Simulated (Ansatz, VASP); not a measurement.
## Two plane-wave programs on CdO

```
CELL_PARAMETERS angstrom
0.00000 2.30868 2.30868
2.30868 0.00000 2.30868
2.30868 2.30868 0.00000
ATOMIC_POSITIONS crystal
Cd 0.00000 0.00000 0.00000
O 0.50000 0.50000 0.50000
```

Alike in both runs: task single point; functional PBE; k mesh 16 × 16 × 16; occupations gaussian, width 0.1 eV; no spin polarisation.

|  | VASP | Ansatz |
| --- | --- | --- |
| version | VASP 6.6.1 | Ansatz 0.2.0 |
| potentials or method | VASP PAW PBE potentials, release 64 (Cd, O), cutoff 600 eV | scalar-relativistic, plane waves, PAW |
| valence electrons in the cell | 18 | 26 |

```csv
,VASP,Ansatz,Ansatz less VASP
gap on the k mesh at the Fermi level (eV),none,none,-
pressure (GPa),16.9,15.2,-1.72
```

A gap of «none» marks a metal or a gap that the smearing closes. VASP's potentials hold 18 valence electrons a cell and Ansatz's 26, so a difference there can come from the potentials and not from the codes.
